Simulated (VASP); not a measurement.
# Zr2H3Pd in VASP: a series of runs, part 3 of 3

VASP 6.6.1. The steps go on from the part before.

### Step 5. Single point, PBE

INCAR

```
ALGO = Normal
EDIFF = 1E-7
ENCUT = 520
GGA = PE
ISIF = 2
ISMEAR = -1
LASPH = T
LCHARG = F
LREAL = F
LWAVE = F
NBANDS = 28
NELM = 60
PREC = Accurate
SIGMA = 0.1
```

KPOINTS

```
k-points
0
Gamma
  6 6 8
```

POSCAR

```
Zr2H3Pd
1.0
   -1.6033930000      1.6033930000      6.7000100000
    1.6033930000     -1.6033930000      6.7000100000
    1.6033930000      1.6033930000     -6.7000100000
Pd Zr H
1 2 3
Direct
   -0.0087830000      0.0027490000      0.0000470000
    0.3529810000      0.3632270000      0.0096490000
    0.6614680000      0.6280720000     -0.0007010000
    0.2411340000      0.7369140000      0.4801680000
    0.7319330000      0.2392900000      0.4686610000
    0.4966360000      0.5210630000      0.0159480000
```

Potentials or basis: VASP PAW PBE potentials, release 64 (Pd, Zr_sv, H).

The run is started by

```console
> cat potpaw_PBE.64/Pd/POTCAR potpaw_PBE.64/Zr_sv/POTCAR potpaw_PBE.64/H/POTCAR > POTCAR
> mpirun -np 1 vasp_std > vasp.out
```

OUTCAR:

```text
EDIFF = 1E-7
   ENCUT = 520
   GGA = PE
   ISIF = 2
   ISMEAR = -1
   LASPH = T
   LREAL = F
   NELM = 60
   PREC = Accurate

 ion  position               nearest neighbor table
   1  0.991  0.003  0.000-   3 2.94   2 2.96   2 2.97   2 2.98   2 2.99   3 3.01   3 3.02   3 3.09

   2  0.353  0.363  0.010-   6 1.98   5 2.06   4 2.07   5 2.15   4 2.18   1 2.96   1 2.97   1 2.98
                             1 2.99   3 3.53   3 3.58   3 3.61   3 3.66
   3  0.661  0.628  0.999-   6 1.94   4 2.06   5 2.13   5 2.16   4 2.18   1 2.94   1 3.01   1 3.02
                             1 3.09   2 3.53   2 3.58   2 3.61   2 3.66
   4  0.241  0.737  0.480-   3 2.06   2 2.07   2 2.18   3 2.18
   5  0.732  0.239  0.469-   2 2.06   3 2.13   2 2.15   3 2.16
   6  0.497  0.521  0.016-   3 1.94   2 1.98

  LATTYP: Found a body centered tetragonal cell.
 ALAT       =     3.2067860000
 C/A-ratio  =     4.1786449111

  Lattice vectors:

 A1 = (  -1.6033930000,   1.6033930000,   6.7000100000)
 A2 = (   1.6033930000,  -1.6033930000,   6.7000100000)
 A3 = (   1.6033930000,   1.6033930000,  -6.7000100000)

Analysis of symmetry for initial positions (statically):
=====================================================================
 Subroutine PRICEL returns:
 Original cell was already a primitive cell.

 Routine SETGRP: Setting up the symmetry group for a
 body centered tetragonal supercell.

 Subroutine GETGRP returns: Found  1 space group operations
 (whereof  1 operations were pure point group operations)
 out of a pool of 16 trial point group operations.

The static configuration has the point symmetry C_1 .

Analysis of symmetry for dynamics (positions and initial velocities):
=====================================================================
 Subroutine PRICEL returns:
 Original cell was already a primitive cell.

 Routine SETGRP: Setting up the symmetry group for a
 body centered tetragonal supercell.

 Subroutine GETGRP returns: Found  1 space group operations
 (whereof  1 operations were pure point group operations)
 out of a pool of 16 trial point group operations.

The dynamic configuration has the point symmetry C_1 .

 Subroutine INISYM returns: Found  1 space group operations
 (whereof  1 operations are pure point group operations),
 and found     1 'primitive' translations

----------------------------------------------------------------------------------------

                                     Primitive cell

  volume of cell :      68.8994

  direct lattice vectors                    reciprocal lattice vectors
    -1.603393000  1.603393000  6.700010000     0.000000000  0.311838707  0.074626754
     1.603393000 -1.603393000  6.700010000     0.311838707  0.000000000  0.074626754
     1.603393000  1.603393000 -6.700010000     0.311838707  0.311838707  0.000000000

  length of vectors
     7.073321159  7.073321159  7.073321159     0.320643933  0.320643933  0.441006529

  position of ions in fractional coordinates (direct lattice)
     0.991217000  0.002749000  0.000047000
     0.352981000  0.363227000  0.009649000
     0.661468000  0.628072000  0.999299000
     0.241134000  0.736914000  0.480168000
     0.731933000  0.239290000  0.468661000
     0.496636000  0.521063000  0.015948000
[... 60 lines left out ...]
  0.000000  0.000000  0.000000      1.000000
  0.166667  0.000000  0.000000      2.000000
  0.333333 -0.000000  0.000000      2.000000
  0.500000  0.000000 -0.000000      1.000000
  0.000000  0.166667  0.000000      2.000000
  0.166667  0.166667  0.000000      2.000000
[... 16 lines left out ...]
  0.333333 -0.000000  0.125000      2.000000
  0.500000 -0.000000  0.125000      2.000000
 [... further k-points ...]
   k-points           NKPTS =    148   k-points in BZ     NKDIM =    148   number of bands    NBANDS=     28
   number of dos      NEDOS =    301   number of ions     NIONS =      6
   total plane-waves  NPLWV = 157464
   dimension x,y,z NGX =    54 NGY =   54 NGZ =   54
   dimension x,y,z NGXF=   108 NGYF=  108 NGZF=  108
   ions per type =               1   2   3
   NGX,Y,Z   is equivalent  to a cutoff of  12.69, 12.69, 12.69 a.u.
   NGXF,Y,Z  is equivalent  to a cutoff of  25.38, 25.38, 25.38 a.u.
 SYSTEM =  unknown system
   PREC   = accura    normal or accurate (medium, high low for compatibility)
   ISTART =      0    job   : 0-new  1-cont  2-samecut
   ICHARG =      2    charge: 1-file 2-atom 10-const
   ISPIN  =      1    spin polarized calculation?
   LNONCOLLINEAR =      F non collinear calculations
   LSORBIT =      F    spin-orbit coupling
   LASPH  =      T    aspherical Exc in radial PAW
   ENCUT  =  520.0 eV  38.22 Ry    6.18 a.u.  13.15 13.15 13.15*2*pi/ulx,y,z
   NELM   =     60;   NELMIN=  2; NELMDL= -5     # of ELM steps
   EDIFF  = 0.1E-06   stopping-criterion for ELM
   LREAL  =      F    real-space projection
   EDIFFG = 0.1E-05   stopping-criterion for IOM
   NSW    =      0    number of steps for IOM
   IBRION =     -1    ionic relax: 0-MD 1-quasi-New 2-CG
   NFREE  =      0    steps in history (QN), initial steepest desc. (CG)
   ISIF   =      2    stress and relaxation
   ISYM   =      2    0-nonsym 1-usesym 2-fastsym
   POTIM  = 0.5000    time-step for ionic-motion
   TEBEG  =    0.0;   TEEND  =   0.0 temperature during run
   PSTRESS=    0.0 pullay stress
   NELECT =      37.0000    total number of electrons
   NUPDOWN=      -1.0000    fix difference up-down
   EMIN   =  10.00;   EMAX   =-10.00  energy-range for DOS
   EFERMI =   0.00;   METHOD = LEGACY
   ISMEAR =    -1;   SIGMA  =   0.10  broadening in eV -4-tet -1-fermi 0-gaus
   EFERMI_NEDOS =   21; number of points for ismear=-14 and -15
   IALGO  =     38    algorithm
   IMIX   =      4    mixing-type and parameters
     AMIX     =   0.40;   BMIX     =  1.00
     AMIX_MAG =   1.60;   BMIX_MAG =  1.00
  volume/ion in A,a.u.               =      11.48        77.49
  Fermi-wavevector in a.u.,A,eV,Ry     =   1.330670  2.514601 24.091589  1.770682
  Thomas-Fermi vector in A             =   2.459739
   LORBIT       =      0    0 simple, 1 ext, 2 COOP (PROOUT), +10 PAW based schemes
   GGA     = PE    functional components
   LHFCALC =     F    Hartree Fock is set to
   AEXX    =    0.0000 exact exchange contribution
   IVDW    =     0    specifies the selected vdW correction
   LEPSILON=     F    determine dielectric tensor
   LRPA    =     F    only Hartree local field effects (RPA)
 non-spin polarized calculation
  energy-cutoff  :      520.00
  volume of cell :       68.90
 maximum number of plane-waves:      1888
 NGX is ok and might be reduce to    54
   NGX = 27   NGY = 27   NGZ = 27

 number of electron      37.0000000 magnetization

 Free energy of the ion-electron system (eV)
  ---------------------------------------------------
  ext. energy  EPLUGINS =         0.00000000
  ---------------------------------------------------
  free energy    TOTEN  =       -34.56403096 eV

  energy without entropy =      -34.44719800  energy(sigma->0) =      -34.50561448

 E-fermi :   8.7593     XC(G=0): -11.5414

 val. band max:        8.7545451127   @ k =   0.3333   0.1667   0.2500
 cond. band min:       8.7608743631   @ k =   0.3333  -0.0000   0.0000
 fundamental gap:      0.0063292503
 Fermi energy:         8.7593018539

 k-point     1 :       0.0000    0.0000    0.0000
  band No.  band energies     occupation
      1     -40.3916      2.00000
      2     -40.3608      2.00000
      3     -18.7052      2.00000
      4     -18.3719      2.00000
      5     -18.1590      2.00000
      6     -18.1578      2.00000
[... 733 lines left out ...]
     27      14.6987      0.00000
     28      15.7048      0.00000

 [... further k-points ...]

------------------------ aborting loop because EDIFF is reached ----------------------------------------

  FORCE on cell =-STRESS in cart. coord.  units (eV):
  Direction    XX          YY          ZZ          XY          YZ          ZX
  --------------------------------------------------------------------------------------
  -------------------------------------------------------------------------------------
  Total       -0.3301101     -0.1420459     -0.3226789     -0.0421398     -0.0836630      0.0207110
  in kB       -7.6763365     -3.3031159     -7.5035318     -0.9799124     -1.9454876      0.4816115
  external PRESSURE =      -6.1609947 kB  Pullay stress =       0.0000000 kB

 VOLUME and BASIS-vectors are now :
 -----------------------------------------------------------------------------
  energy-cutoff  :      520.00
  volume of cell :       68.90
      direct lattice vectors                 reciprocal lattice vectors
    -1.603393000  1.603393000  6.700010000     0.000000000  0.311838707  0.074626754
     1.603393000 -1.603393000  6.700010000     0.311838707  0.000000000  0.074626754
     1.603393000  1.603393000 -6.700010000     0.311838707  0.311838707  0.000000000

 POSITION                                       TOTAL-FORCE (eV/Angst)
 -----------------------------------------------------------------------------------
     -1.58483      1.58498      6.65927        -0.171646      0.128843      0.003627
      0.03190     -0.00096      4.73395        -0.295880     -0.232064     -0.051590
      1.54872      1.65582      1.94462         0.147902     -0.426774      0.375020
      1.56483     -0.02503      3.33580         0.161861      0.213152      0.013878
     -0.03845      1.54135      3.36717         0.036114      0.323818     -0.137942
      0.06474     -0.01360      6.71174         0.121648     -0.006975     -0.202992
 -----------------------------------------------------------------------------------
    total drift:                               -0.000028      0.000030     -0.000039

  FREE ENERGIE OF THE ION-ELECTRON SYSTEM (eV)
  ---------------------------------------------------
  free  energy   TOTEN  =       -34.5640309586 eV

  energy  without entropy=      -34.4471980026  energy(sigma->0) =      -34.50561448
```

It took 26 min on 1 thread of Oxide Virtual Turin-like, shared host; peak memory 0.52 GiB.

What came out:

```yaml
Free_energy: -34.5640 eV
Pressure: -0.6 GPa
Largest_force: 0.587 eV/Å
Band_gap_on_the_k_mesh: zero (an odd number of electrons rules out a gap without spin polarisation)
```

Forces in eV/Å, atoms in the order of the input:
```
Pd  -0.172  0.129  0.004
Zr  -0.296 -0.232 -0.052
Zr   0.148 -0.427  0.375
H    0.162  0.213  0.014
H    0.036  0.324 -0.138
H    0.122 -0.007 -0.203
```

Stress tensor (GPa, compression positive):
```
-0.77 -0.10  0.05
-0.10 -0.33 -0.19
 0.05 -0.19 -0.75
```

Levels at points of the mesh, in eV from the Fermi level:
| k point | band 15 | band 16 | band 17 | band 18 | band 19 | band 20 | band 21 | band 22 |
| --- | --- | --- | --- | --- | --- | --- | --- | --- |
| (0.00, 0.00, 0.00) | -2.75 | -2.74 | -2.36 | -0.52 | -0.10 | 1.69 | 1.81 | 1.94 |
| (0.50, 0.00, 0.00) | -2.89 | -2.74 | -1.04 | -0.66 | -0.21 | 0.36 | 1.41 | 2.01 |
| (0.00, 0.50, 0.00) | -2.89 | -2.75 | -0.96 | -0.64 | -0.29 | 0.31 | 1.44 | 2.02 |
| (0.50, 0.50, 0.00) | -2.45 | -1.63 | -0.93 | -0.80 | 0.05 | 0.34 | 2.13 | 2.61 |
| (0.00, 0.00, 0.50) | -2.46 | -1.63 | -0.95 | -0.78 | 0.04 | 0.36 | 2.15 | 2.69 |
| (0.50, 0.00, 0.50) | -2.89 | -2.75 | -1.05 | -0.67 | -0.20 | 0.38 | 1.41 | 1.97 |
| (0.00, 0.50, 0.50) | -2.90 | -2.74 | -0.97 | -0.64 | -0.27 | 0.32 | 1.44 | 2.02 |
| (0.50, 0.50, 0.50) | -2.72 | -2.36 | -1.04 | -1.00 | -0.86 | 1.04 | 1.09 | 2.69 |

### Step 6. Single point, PBE

INCAR

```
SYSTEM = Zr2H3Pd
ALGO = Normal ; EDIFF = 1E-6
ENCUT = 520 ; GGA = PE
ISIF = 2 ; ISMEAR = -1
LASPH = .True. ; LCHARG = .False.
LREAL = .False. ; LWAVE = .False.
NBANDS = 28 ; NELM = 100
PREC = Accurate ; SIGMA = 0.1
```

KPOINTS

```
k-points
0
Gamma
  6 6 8
  0 0 0
```

POSCAR is that of step 5.

Potentials or basis: VASP PAW PBE potentials, release 64 (Pd, Zr_sv, H).

The run is started by

```console
> cat potpaw_PBE.64/Pd/POTCAR potpaw_PBE.64/Zr_sv/POTCAR potpaw_PBE.64/H/POTCAR > POTCAR
> mpirun -np 1 vasp_std > vasp.out
```

OUTCAR:

```text
SYSTEM = Zr2H3Pd
   EDIFF = 1E-6
   ENCUT = 520
   GGA = PE
   ISIF = 2
   ISMEAR = -1
   LASPH = .True.
   LREAL = .False.
   NELM = 100
   PREC = Accurate

 ion  position               nearest neighbor table
   1  0.991  0.003  0.000-   3 2.94   2 2.96   2 2.97   2 2.98   2 2.99   3 3.01   3 3.02   3 3.09

   2  0.353  0.363  0.010-   6 1.98   5 2.06   4 2.07   5 2.15   4 2.18   1 2.96   1 2.97   1 2.98
                             1 2.99   3 3.53   3 3.58   3 3.61   3 3.66
   3  0.661  0.628  0.999-   6 1.94   4 2.06   5 2.13   5 2.16   4 2.18   1 2.94   1 3.01   1 3.02
                             1 3.09   2 3.53   2 3.58   2 3.61   2 3.66
   4  0.241  0.737  0.480-   3 2.06   2 2.07   2 2.18   3 2.18
   5  0.732  0.239  0.469-   2 2.06   3 2.13   2 2.15   3 2.16
   6  0.497  0.521  0.016-   3 1.94   2 1.98

  LATTYP: Found a body centered tetragonal cell.
 ALAT       =     3.2067860000
 C/A-ratio  =     4.1786449111

  Lattice vectors:

 A1 = (  -1.6033930000,   1.6033930000,   6.7000100000)
 A2 = (   1.6033930000,  -1.6033930000,   6.7000100000)
 A3 = (   1.6033930000,   1.6033930000,  -6.7000100000)

Analysis of symmetry for initial positions (statically):
[... 210 lines left out ...]
 k-point     1 :       0.0000    0.0000    0.0000
  band No.  band energies     occupation
      1     -40.3916      2.00000
      2     -40.3608      2.00000
      3     -18.7052      2.00000
      4     -18.3719      2.00000
      5     -18.1590      2.00000
      6     -18.1578      2.00000
[... 733 lines left out ...]
     27      14.6987      0.00000
     28      15.7048      0.00000

 [... further k-points ...]

------------------------ aborting loop because EDIFF is reached ----------------------------------------

  FORCE on cell =-STRESS in cart. coord.  units (eV):
  Direction    XX          YY          ZZ          XY          YZ          ZX
  --------------------------------------------------------------------------------------
  -------------------------------------------------------------------------------------
  Total       -0.3303084     -0.1422439     -0.3227191     -0.0421384     -0.0836604      0.0207132
  in kB       -7.6809464     -3.3077200     -7.5044659     -0.9798802     -1.9454282      0.4816611
  external PRESSURE =      -6.1643774 kB  Pullay stress =       0.0000000 kB

 VOLUME and BASIS-vectors are now :
 -----------------------------------------------------------------------------
  energy-cutoff  :      520.00
  volume of cell :       68.90
      direct lattice vectors                 reciprocal lattice vectors
    -1.603393000  1.603393000  6.700010000     0.000000000  0.311838707  0.074626754
     1.603393000 -1.603393000  6.700010000     0.311838707  0.000000000  0.074626754
     1.603393000  1.603393000 -6.700010000     0.311838707  0.311838707  0.000000000

 POSITION                                       TOTAL-FORCE (eV/Angst)
 -----------------------------------------------------------------------------------
     -1.58483      1.58498      6.65927        -0.171643      0.128838      0.003660
      0.03190     -0.00096      4.73395        -0.295885     -0.232060     -0.051562
      1.54872      1.65582      1.94462         0.147908     -0.426778      0.374979
      1.56483     -0.02503      3.33580         0.161863      0.213156      0.013872
     -0.03845      1.54135      3.36717         0.036112      0.323820     -0.137950
      0.06474     -0.01360      6.71174         0.121645     -0.006975     -0.202998
 -----------------------------------------------------------------------------------
    total drift:                               -0.000019      0.000035      0.000003

  FREE ENERGIE OF THE ION-ELECTRON SYSTEM (eV)
  ---------------------------------------------------
  free  energy   TOTEN  =       -34.5640309513 eV

  energy  without entropy=      -34.4471980161  energy(sigma->0) =      -34.50561448
```

Run time: 29 min. Hardware: 1 thread of Oxide Virtual Turin-like, shared host; peak memory 0.52 GiB.

Results:

```yaml
Free_energy: -34.5640 eV
Pressure: -0.6 GPa
Largest_force: 0.587 eV/Å
Band_gap_on_the_k_mesh: zero (an odd number of electrons rules out a gap without spin polarisation)
```

Forces on the atoms (eV/Å):
```
Pd  -0.172  0.129  0.004
Zr  -0.296 -0.232 -0.052
Zr   0.148 -0.427  0.375
H    0.162  0.213  0.014
H    0.036  0.324 -0.138
H    0.122 -0.007 -0.203
```

Stress tensor (GPa, compression positive):
```
-0.77 -0.10  0.05
-0.10 -0.33 -0.19
 0.05 -0.19 -0.75
```

### Step 7. The runs side by side

| cell | k mesh | smearing | gap on the mesh (eV) | pressure (GPa) | largest force (eV/Å) |
| --- | --- | --- | --- | --- | --- |
| as given, atomic positions A | 16 × 16 × 16 | methfessel-paxton 0.05 eV | none | -1.1 | 0.07 |
| as given, atomic positions A | 12 × 12 × 12 | fermi-dirac 0.05 eV | none | -1.1 | 0.04 |
| as given, atomic positions A | 10 × 10 × 10 | methfessel-paxton 0.05 eV | none | -1.1 | 0.06 |
| as given, atomic positions B | 6 × 6 × 8 | fermi-dirac 0.1 eV | none | -0.6 | 0.59 |

Alike in all rows: task single point; level PBE; potentials or basis VASP PAW PBE potentials, release 64 (Pd, Zr_sv, H); no spin polarisation; cutoff (eV) 520.

Total energies depend on the potentials used, so only differences within one code and one set of settings carry meaning.
